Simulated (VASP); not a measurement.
Write the native input for VASP 6.6.1 that does the following.

| Item | Value |
| --- | --- |
| Task | single point |
| Functional | PBE |
| Dispersion | D3(BJ) |
| Potentials or basis | VASP PAW PBE potentials, release 64 (Cu, Si) |
| Cutoff | 520 eV |
| k mesh | 6 × 6 × 1 |
| Occupations | gaussian, width 0.1 eV |
| Spin | no spin polarisation |
| Dipole correction | yes |
| Further INCAR settings | ALGO = Normal; EDIFF = 1e-06; NBANDS = 80 |

The structure of Cu12Si lies in POSCAR:

```
Cu12Si
1.0
    5.0378287988      0.0000000000      0.0000000000
   -2.5189143994      4.3628877197      0.0000000000
    0.0000000000      0.0000000000     21.1210738952
Cu Si
12 1
Direct
    0.3333333333      0.1666666667      0.1893843097
    0.3333333333      0.6666666667      0.1893843097
    0.8333333333      0.1666666667      0.1893843097
    0.8333333333      0.6666666667      0.1893843097
    0.1666666667      0.3333333333      0.2869418959
    0.1666666667      0.8333333333      0.2869418959
    0.6666666667      0.3333333333      0.2869418959
    0.6666666667      0.8333333333      0.2869418959
    0.0000000000      0.0000000000      0.3845009934
    0.0000000000      0.5000000000      0.3845009934
    0.5000000000      0.0000000000      0.3845009934
    0.5000000000      0.5000000000      0.3845009934
    0.0000000000      0.0000000000      0.5265392257
```

The input as run:

INCAR

```
SYSTEM = Cu12Si
PREC     = Accurate       ! precision mode
ENCUT    = 520            ! plane-wave cutoff, eV
EDIFF    = 1E-6           ! SCF threshold, eV
ISMEAR   = 0              ! smearing method
SIGMA    = 0.1            ! smearing width, eV
LREAL    = .False.        ! projectors in reciprocal space
LASPH    = .True.         ! aspherical terms in the spheres
NELM     = 60             ! most SCF steps
ALGO     = Normal         ! electronic algorithm
ISIF     = 2              ! what is computed and relaxed
LWAVE    = .False.        ! write WAVECAR
LCHARG   = .False.        ! write CHGCAR
LDIPOL   = .True.       
IDIPOL   = 3            
DIPOL    = 0.5 0.5 0.305
GGA      = PE             ! functional
IVDW     = 12             ! dispersion correction
NBANDS   = 80             ! bands
```

KPOINTS

```
Automatic mesh
0
Gamma
  6 6 1
  0 0 0
```

Potentials or basis: VASP PAW PBE potentials, release 64 (Cu, Si).

Launch:

```console
$ cat potpaw_PBE.64/Cu/POTCAR potpaw_PBE.64/Si/POTCAR > POTCAR
$ mpirun -np 1 vasp_std > vasp.out
```

It gave:

* Largest force: 2.070 eV/Å
* Band gap on the k mesh: zero (bands 68 and 69 overlap by 0.13 eV)
* Dispersion energy per atom: -0.399 eV

It took 9.3 min on 1 thread of Intel(R) Xeon(R) Platinum 8488C (Sapphire Rapids) (shared host), peak memory 0.61 GiB.
